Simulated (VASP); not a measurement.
Input of a VASP 6.6.1 run:

File POSCAR:

```
Co3Sn2
1.0
    4.2229921449      0.0000000000      0.0000000000
   -2.1114960725      3.6572184775      0.0000000000
    0.0000000000      0.0000000000      5.0668540000
Co Sn
3 2
Direct
    0.0000000000      0.0000000000      0.7463570000
    0.0000000000      0.0000000000      0.2536430000
    0.6666666700      0.3333333300      0.0000000000
    0.6666666700      0.3333333300      0.5000000000
    0.3333333300      0.6666666700      0.0000000000
```

The input INCAR.step1:

```
SYSTEM = Co3Sn2
  ALGO = Normal
  EDIFF = 1E-4
  ENCUT = 520
  GGA = PE
  ISMEAR = 0
  ISPIN = 2
  LASPH = .TRUE.
  LCHARG = .FALSE.
  LMAXMIX = 4
  LREAL = .FALSE.
  LWAVE = .TRUE.
  MAGMOM = 3 3 3 0 0
  NBANDS = 40
  NELM = 150
  PREC = Accurate
  SIGMA = 0.1
```

INCAR.step2

```
SYSTEM = Co3Sn2
  ALGO = Normal
  EDIFF = 1E-7
  ENCUT = 520
  ISIF = 2
  ISMEAR = 0
  ISPIN = 2
  ISTART = 1
  LASPH = .TRUE.
  LCHARG = .FALSE.
  LMAXMIX = 4
  LMIXTAU = .TRUE.
  LORBIT = 11
  LREAL = .FALSE.
  LWAVE = .FALSE.
  MAGMOM = 3 3 3 0 0
  METAGGA = R2SCAN
  NBANDS = 40
  NELM = 150
  PREC = Accurate
  SIGMA = 0.1
```

File KPOINTS:

```
k-points
0
G
  6 6 4
  0 0 0
```

Potentials or basis: VASP PAW PBE potentials, release 64 (Co, Sn_d).

The run is started by

```bash
$ cat potpaw_PBE.64/Co/POTCAR potpaw_PBE.64/Sn_d/POTCAR > POTCAR
$ cp INCAR.step1 INCAR
$ mpirun -np 1 vasp_std > vasp.out
$ cp INCAR.step2 INCAR
$ mpirun -np 1 vasp_std > vasp.out
```

Question: What does it give for the pressure?

Answer: -1.2 GPa.

Question: What does it give for the site moments?

Answer: Co +1.64, +0.74; Sn -0.09, -0.08 μB.

Question: What does it give for the largest force?

Answer: 0.128 eV/Å.

Question: What does it give for the net moment?

Answer: 3.67 μB per cell.

Forces on the atoms (eV/Å):
```
Co   0.000  0.000 -0.128
Co   0.000  0.000  0.128
Co   0.000  0.000  0.000
Sn   0.000  0.000  0.000
Sn   0.000  0.000  0.000
```

Caveat: the PAW data sets were made with another functional, which shifts forces and pressure a little.
